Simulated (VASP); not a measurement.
# MgS (gw) (I-4m2) in VASP: single point with PBEsol

Aim: the single point of MgS (gw) with PBEsol.

Program: VASP 6.6.1. These are calculated values, not measurements. Logs are shortened: lines on timing, memory, paths and dates and some standing lists are left out, and cuts for length are marked.

### Step 1. The cell of the first run

It takes space group I-4m2 (No. 119, tetragonal). Conventional cell: a = 3.971 Å, b = 3.971 Å, c = 5.736 Å, α = 90.00°, β = 90.00°, γ = 90.00°. Mg (site symmetry -4m2) has 4 S at 2.45 Å within 3.2 Å. S (site symmetry -4m2) has 4 Mg at 2.45 Å within 3.2 Å.

### Step 2. Single point, PBEsol

Input file INCAR:

```
SYSTEM = MgS
PREC     = Accurate       ! precision mode
ENCUT    = 600            ! plane-wave cutoff, eV
EDIFF    = 1E-6           ! SCF threshold, eV
ISMEAR   = 0              ! smearing method
SIGMA    = 0.01           ! smearing width, eV
LREAL    = .FALSE.        ! projectors in reciprocal space
LASPH    = .TRUE.         ! aspherical terms in the spheres
NELM     = 120            ! most SCF steps
ALGO     = Normal         ! electronic algorithm
ISIF     = 2              ! what is computed and relaxed
LWAVE    = .FALSE.        ! write WAVECAR
LCHARG   = .TRUE.         ! write CHGCAR
GGA      = PS             ! functional
LELF     = .TRUE.         ! ELF
LVHAR    = .TRUE.       
NBANDS   = 11             ! bands
GGA_COMPAT= .FALSE.
```

Input file KPOINTS:

```
regular mesh
0
G
  4 4 4
  0 0 0
```

Input file POSCAR:

```
MgS
1.0
    0.0000000000      2.8082549837      2.8680870604
    2.8082549837      0.0000000000      2.8680870604
    2.8082549837      2.8082549837      0.0000000000
Mg S
1 1
Direct
    0.0000000000      0.0000000000      0.0000000000
    0.2500000000      0.2500000000      0.2500000000
```

Potentials or basis: VASP PAW PBE potentials, release 64 (Mg, S).

Started as:

```console
> cat potpaw_PBE.64/Mg/POTCAR potpaw_PBE.64/S/POTCAR > POTCAR
> mpirun -np 1 vasp_std > vasp.out
```

OUTCAR:

```text
SYSTEM = MgS
   PREC = Accurate
   ENCUT = 600
   EDIFF = 1E-6
   ISMEAR = 0
   LREAL = .FALSE.
   LASPH = .TRUE.
   NELM = 120
   ISIF = 2
   GGA = PS

 ion  position               nearest neighbor table
   1  0.000  0.000  0.000-   2 2.45   2 2.45   2 2.45   2 2.45
   2  0.250  0.250  0.250-   1 2.45   1 2.45   1 2.45   1 2.45

  LATTYP: Found a body centered tetragonal cell.
 ALAT       =     3.9714722846
 C/A-ratio  =     1.4443444924

  Lattice vectors:

 A1 = (  -2.8082549837,   0.0000000000,   2.8680870604)
 A2 = (   2.8082549837,   0.0000000000,   2.8680870604)
 A3 = (   0.0000000000,   2.8082549837,  -2.8680870604)

Analysis of symmetry for initial positions (statically):
=====================================================================
 Subroutine PRICEL returns:
 Original cell was already a primitive cell.

 Routine SETGRP: Setting up the symmetry group for a
 body centered tetragonal supercell.

 Subroutine GETGRP returns: Found  8 space group operations
 (whereof  8 operations were pure point group operations)
 out of a pool of 16 trial point group operations.

The static configuration has the point symmetry D_2d.

Analysis of symmetry for dynamics (positions and initial velocities):
=====================================================================
 Subroutine PRICEL returns:
 Original cell was already a primitive cell.

 Routine SETGRP: Setting up the symmetry group for a
 body centered tetragonal supercell.

 Subroutine GETGRP returns: Found  8 space group operations
 (whereof  8 operations were pure point group operations)
 out of a pool of 16 trial point group operations.

The dynamic configuration has the point symmetry D_2d.

 Subroutine INISYM returns: Found  8 space group operations
 (whereof  8 operations are pure point group operations),
 and found     1 'primitive' translations

----------------------------------------------------------------------------------------

                                     Primitive cell

  volume of cell :      45.2372

  direct lattice vectors                    reciprocal lattice vectors
     0.000000000  2.808254984  2.868087060    -0.178046510  0.178046510  0.174332225
     2.808254984  0.000000000  2.868087060     0.178046510 -0.178046510  0.174332225
     2.808254984  2.808254984  0.000000000     0.178046510  0.178046510 -0.174332225

  length of vectors
     4.014002920  4.014002920  3.971472285     0.306256175  0.306256175  0.306256175

  position of ions in fractional coordinates (direct lattice)
     0.000000000  0.000000000  0.000000000
     0.250000000  0.250000000  0.250000000

  ion indices of the primitive-cell ions
   primitive index   ion index
                 1           1
                 2           2

----------------------------------------------------------------------------------------

 KPOINTS: regular mesh

Automatic generation of k-mesh.
 Grid dimensions read from file:
 generate k-points for:    4    4    4

 Generating k-lattice:

  Cartesian coordinates                     Fractional coordinates (reciprocal lattice)
    -0.044511628  0.044511628  0.043583056     0.250000000  0.000000000  0.000000000
     0.044511628 -0.044511628  0.043583056     0.000000000  0.250000000  0.000000000
     0.044511628  0.044511628 -0.043583056    -0.000000000 -0.000000000  0.250000000

  Length of vectors
     0.076564044  0.076564044  0.076564044

  Shift w.r.t. Gamma in fractional coordinates (k-lattice)
     0.000000000  0.000000000  0.000000000

 Subroutine IBZKPT returns following result:
 ===========================================

 Found     13 irreducible k-points:

 Following reciprocal coordinates:
            Coordinates               Weight
  0.000000  0.000000  0.000000      1.000000
  0.250000  0.000000  0.000000      8.000000
  0.500000  0.000000  0.000000      4.000000
  0.250000  0.250000  0.000000      2.000000
  0.500000  0.250000  0.000000      8.000000
 -0.250000  0.250000  0.000000      4.000000
  0.500000  0.500000  0.000000      1.000000
  0.250000  0.000000  0.250000      4.000000
  0.500000  0.000000  0.250000     16.000000
 -0.250000 -0.000000  0.250000      8.000000
 -0.250000  0.500000  0.250000      4.000000
  0.500000  0.000000  0.500000      2.000000
 -0.250000  0.250000  0.500000      2.000000
   k-points           NKPTS =     13   k-points in BZ     NKDIM =     13   number of bands    NBANDS=     11
   number of dos      NEDOS =    301   number of ions     NIONS =      2
   total plane-waves  NPLWV =  32768
   dimension x,y,z NGX =    32 NGY =   32 NGZ =   32
   dimension x,y,z NGXF=    64 NGYF=   64 NGZF=   64
   ions per type =               1   1
   NGX,Y,Z   is equivalent  to a cutoff of  13.25, 13.25, 13.40 a.u.
   NGXF,Y,Z  is equivalent  to a cutoff of  26.51, 26.51, 26.79 a.u.
 SYSTEM =  MgS
   PREC   = accura    normal or accurate (medium, high low for compatibility)
   ISTART =      0    job   : 0-new  1-cont  2-samecut
   ICHARG =      2    charge: 1-file 2-atom 10-const
   ISPIN  =      1    spin polarized calculation?
   LNONCOLLINEAR =      F non collinear calculations
   LSORBIT =      F    spin-orbit coupling
   LASPH  =      T    aspherical Exc in radial PAW
   ENCUT  =  600.0 eV  44.10 Ry    6.64 a.u.   8.02  8.02  7.93*2*pi/ulx,y,z
   NELM   =    120;   NELMIN=  2; NELMDL= -5     # of ELM steps
   EDIFF  = 0.1E-05   stopping-criterion for ELM
   LREAL  =      F    real-space projection
   EDIFFG = 0.1E-04   stopping-criterion for IOM
   NSW    =      0    number of steps for IOM
   IBRION =     -1    ionic relax: 0-MD 1-quasi-New 2-CG
   NFREE  =      0    steps in history (QN), initial steepest desc. (CG)
   ISIF   =      2    stress and relaxation
   ISYM   =      2    0-nonsym 1-usesym 2-fastsym
   POTIM  = 0.5000    time-step for ionic-motion
   TEBEG  =    0.0;   TEEND  =   0.0 temperature during run
   PSTRESS=    0.0 pullay stress
   NELECT =       8.0000    total number of electrons
   NUPDOWN=      -1.0000    fix difference up-down
   EMIN   =  10.00;   EMAX   =-10.00  energy-range for DOS
   EFERMI =   0.00;   METHOD = LEGACY
   ISMEAR =     0;   SIGMA  =   0.01  broadening in eV -4-tet -1-fermi 0-gaus
   EFERMI_NEDOS =   21; number of points for ismear=-14 and -15
   IALGO  =     38    algorithm
   IMIX   =      4    mixing-type and parameters
     AMIX     =   0.40;   BMIX     =  1.00
     AMIX_MAG =   1.60;   BMIX_MAG =  1.00
  volume/ion in A,a.u.               =      22.62       152.64
  Fermi-wavevector in a.u.,A,eV,Ry     =   0.918910  1.736488 11.488702  0.844396
  Thomas-Fermi vector in A             =   2.044045
   LORBIT       =      0    0 simple, 1 ext, 2 COOP (PROOUT), +10 PAW based schemes
   GGA     = PS    functional components
   LHFCALC =     F    Hartree Fock is set to
   AEXX    =    0.0000 exact exchange contribution
   IVDW    =     0    specifies the selected vdW correction
   LEPSILON=     F    determine dielectric tensor
   LRPA    =     F    only Hartree local field effects (RPA)
 non-spin polarized calculation
 Gauss-broadening in eV      SIGMA  =   0.01
  energy-cutoff  :      600.00
  volume of cell :       45.24
 maximum number of plane-waves:      1520
   NGX = 17   NGY = 17   NGZ = 15

 number of electron       8.0000000 magnetization

 Free energy of the ion-electron system (eV)
  ---------------------------------------------------
  ext. energy  EPLUGINS =         0.00000000
  ---------------------------------------------------
  free energy    TOTEN  =        -8.90110924 eV

  energy without entropy =       -8.90110924  energy(sigma->0) =       -8.90110924

 E-fermi :   1.1598     XC(G=0):  -8.5840

 val. band max:        1.0534725330   @ k =   0.0000   0.0000   0.0000
 cond. band min:       4.3372943730   @ k =   0.0000   0.0000   0.0000
 fundamental gap:      3.2838218400
 Fermi energy:         1.1597691270

 k-point     1 :       0.0000    0.0000    0.0000
  band No.  band energies     occupation
      1     -10.2444      2.00000
      2       0.9959      2.00000
      3       1.0535      2.00000
      4       1.0535      2.00000
      5       4.3373      0.00000
      6       8.8942      0.00000
      7       8.9142      0.00000
      8       8.9142      0.00000
      9      11.6299      0.00000
     10      11.9961      0.00000
     11      14.4580      0.00000

 k-point     2 :       0.2500    0.0000    0.0000
  band No.  band energies     occupation
      1      -9.9231      2.00000
      2      -0.8657      2.00000
      3       0.8198      2.00000
      4       0.8952      2.00000
      5       5.8774      0.00000
      6       8.7102      0.00000
      7       9.0541      0.00000
      8       9.1866      0.00000
      9      11.3478      0.00000
     10      11.4193      0.00000
     11      13.1055      0.00000

 k-point     3 :       0.5000    0.0000    0.0000
  band No.  band energies     occupation
      1      -9.5447      2.00000
      2      -2.1647      2.00000
      3       0.6479      2.00000
      4       0.7557      2.00000
      5       6.0253      0.00000
      6       8.4776      0.00000
      7       8.6741      0.00000
      8       9.4692      0.00000
      9      13.7484      0.00000
     10      14.1038      0.00000
     11      14.2863      0.00000

 k-point     4 :       0.2500    0.2500    0.0000
  band No.  band energies     occupation
      1      -9.8292      2.00000
      2      -0.7875      2.00000
      3       0.4999      2.00000
      4       0.4999      2.00000
      5       6.0170      0.00000
      6       7.5271      0.00000
      7       9.1708      0.00000
      8      10.4699      0.00000
      9      10.4699      0.00000
     10      13.0117      0.00000
     11      16.4269      0.00000

 k-point     5 :       0.5000    0.2500    0.0000
  band No.  band energies     occupation
      1      -9.4503      2.00000
      2      -1.6809      2.00000
      3      -0.3374      2.00000
      4       0.3705      2.00000
      5       6.1336      0.00000
      6       7.9858      0.00000
      7       9.3993      0.00000
      8      10.3352      0.00000
      9      12.5485      0.00000
     10      14.3305      0.00000
     11      15.4841      0.00000
[... 57 lines left out ...]
 k-point    10 :      -0.2500   -0.0000    0.2500
  band No.  band energies     occupation
      1      -9.5649      2.00000
      2      -1.4339      2.00000
      3      -0.3740      2.00000
      4       0.6522      2.00000
      5       7.2532      0.00000
      6       7.7188      0.00000
      7       8.9711      0.00000
      8       9.6454      0.00000
      9      10.9661      0.00000
     10      14.1314      0.00000
     11      15.1967      0.00000

 k-point    11 :      -0.2500    0.5000    0.2500
  band No.  band energies     occupation
      1      -9.3153      2.00000
      2      -1.3072      2.00000
      3      -0.8437      2.00000
      4      -0.3323      2.00000
      5       6.4583      0.00000
      6       8.9133      0.00000
      7       9.1789      0.00000
      8       9.5456      0.00000
      9      13.5169      0.00000
     10      14.6335      0.00000
     11      14.8050      0.00000

 k-point    12 :       0.5000    0.0000    0.5000
  band No.  band energies     occupation
      1      -9.3075      2.00000
      2      -1.7976      2.00000
      3      -0.0583      2.00000
      4      -0.0484      2.00000
      5       4.7174      0.00000
      6       6.5244      0.00000
      7      12.1657      0.00000
      8      12.9686      0.00000
      9      13.3883      0.00000
     10      14.7884      0.00000
     11      14.9606      0.00000

 k-point    13 :      -0.2500    0.2500    0.5000
  band No.  band energies     occupation
      1      -9.2996      2.00000
      2      -1.2860      2.00000
      3      -0.8480      2.00000
      4      -0.3331      2.00000
      5       6.3266      0.00000
      6       8.8665      0.00000
      7       9.0261      0.00000
      8       9.2890      0.00000
      9      13.6648      0.00000
     10      14.8013      0.00000
     11      15.0919      0.00000

------------------------ aborting loop because EDIFF is reached ----------------------------------------

  FORCE on cell =-STRESS in cart. coord.  units (eV):
  Direction    XX          YY          ZZ          XY          YZ          ZX
  --------------------------------------------------------------------------------------
  -------------------------------------------------------------------------------------
  Total        0.0100274      0.0100274     -0.1207703      0.0000000     -0.0000000      0.0000000
  in kB        0.3551438      0.3551438     -4.2773545      0.0000000     -0.0000000      0.0000000
  external PRESSURE =      -1.1890223 kB  Pullay stress =       0.0000000 kB

 VOLUME and BASIS-vectors are now :
 -----------------------------------------------------------------------------
  energy-cutoff  :      600.00
  volume of cell :       45.24
      direct lattice vectors                 reciprocal lattice vectors
     0.000000000  2.808254984  2.868087060    -0.178046510  0.178046510  0.174332225
     2.808254984  0.000000000  2.868087060     0.178046510 -0.178046510  0.174332225
     2.808254984  2.808254984  0.000000000     0.178046510  0.178046510 -0.174332225

 POSITION                                       TOTAL-FORCE (eV/Angst)
 -----------------------------------------------------------------------------------
      0.00000      0.00000      0.00000        -0.000000     -0.000000     -0.000000
      1.40413      1.40413      1.43404         0.000000      0.000000      0.000000
 -----------------------------------------------------------------------------------
    total drift:                               -0.000000     -0.000000     -0.000000

  FREE ENERGIE OF THE ION-ELECTRON SYSTEM (eV)
  ---------------------------------------------------
  free  energy   TOTEN  =        -8.9011092407 eV

  energy  without entropy=       -8.9011092407  energy(sigma->0) =       -8.90110924
```

Run time: 8 s. Hardware: 1 thread of Intel Xeon Platinum 8488C (Sapphire Rapids), shared host; peak memory 0.18 GiB.

Results:

```
Free energy            : -8.9011 eV
Pressure               : -0.1 GPa
Band gap on the k mesh : 3.28 eV, direct
```

Stress tensor (GPa, compression positive):
```
 0.04  0.00  0.00
 0.00  0.04  0.00
 0.00  0.00 -0.43
```

Levels at points of the mesh, in eV from the valence-band top:
| k point | band 1 | band 2 | band 3 | band 4 | band 5 | band 6 | band 7 | band 8 | band 9 |
| --- | --- | --- | --- | --- | --- | --- | --- | --- | --- |
| (0.00, 0.00, 0.00) | -11.30 | -0.06 | 0.00 | 0.00 | 3.28 | 7.84 | 7.86 | 7.86 | 10.58 |
| (0.50, 0.00, 0.00) | -10.60 | -3.22 | -0.41 | -0.30 | 4.97 | 7.42 | 7.62 | 8.42 | 12.69 |
| (0.50, 0.50, 0.00) | -10.40 | -2.95 | -1.01 | -1.01 | 3.71 | 5.62 | 10.87 | 12.22 | 12.22 |
| (0.50, 0.00, 0.50) | -10.36 | -2.85 | -1.11 | -1.10 | 3.66 | 5.47 | 11.11 | 11.92 | 12.33 |

Caveat: the k points lie up to 0.48 Å⁻¹ apart; the PAW data sets were made with another functional, which shifts forces and pressure a little.
